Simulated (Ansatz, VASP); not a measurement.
# One calculation of P, two programs

File INCAR:

```
SYSTEM = P
PREC = Accurate
ENCUT = 520
EDIFF = 1E-6
ISMEAR = -1
SIGMA = 0.05
LREAL = .FALSE.
LASPH = .TRUE.
NELM = 80
ALGO = Normal
ISIF = 2
LWAVE = .FALSE.
LCHARG = .FALSE.
GGA = CA
NBANDS = 18
```

KPOINTS

```
Automatic mesh
0
G
  8 1 6
  0 0 0
```

File POSCAR:

```
P
1.0
    3.2616886149      0.0000000000      0.0000000000
    0.0000000000     34.6230841357      0.0000000000
    0.0000000000      0.0000000000      4.6009959564
P
4
Direct
    0.5000000000      0.9702614300      0.9078492800
    0.5000000000      0.0297385700      0.0921507200
    0.0000000000      0.0297385700      0.4078492800
    0.0000000000      0.9702614300      0.5921507200
```

The input input.yaml:

```yaml
crystal:
  lattice:
    - [3.2616886149, 0.0, 0.0]
    - [0.0, 34.6230841357, 0.0]
    - [0.0, 0.0, 4.6009959564]
  atoms:
    - { symbol: P, position: [0.5, 0.97026143, 0.90784928] }
    - { symbol: P, position: [0.5, 0.02973857, 0.09215072] }
    - { symbol: P, position: [0.0, 0.02973857, 0.40784928] }
    - { symbol: P, position: [0.0, 0.97026143, 0.59215072] }
kpoints:
  mp_grid: { grid: [8, 1, 6] }
scf:
  occupations: { method: fermi_dirac, width: 0.05 }
hamiltonian:
  xc: lda
  pseudopotentials: { kind: all_electron, lapw: { basis_error: 0.002 } }
output:
  forces: true
  stress: true
  eigenvalues: true
```

Change from the starting cell: volume scaled by 0.98.

Alike in both runs: task single point; functional LDA; k mesh 8 × 1 × 6; occupations fermi-dirac, width 0.05 eV; no spin polarisation.

|  | VASP | Ansatz |
| --- | --- | --- |
| version | VASP 6.6.1 | Ansatz 0.2.0 |
| potentials or method | VASP PAW LDA potentials, release 64 (P), cutoff 520 eV | all-electron LAPW, scalar-relativistic |

```tsv
	VASP	Ansatz	Ansatz less VASP
gap on the k mesh at the Fermi level (eV)	0.84	0.84	-0.009
least direct gap on the mesh (eV)	0.84	0.84	-0.009
rms of the force components (eV/Å)	0.148	0.173	+0.0247
```

LDA's correlation is that of Perdew and Zunger in VASP and of Perdew and Wang (1992) in Ansatz. Atom by atom the forces differ by 0.027 eV/Å (rms over components). Ansatz ran all-electron here, and VASP with PAW potentials.
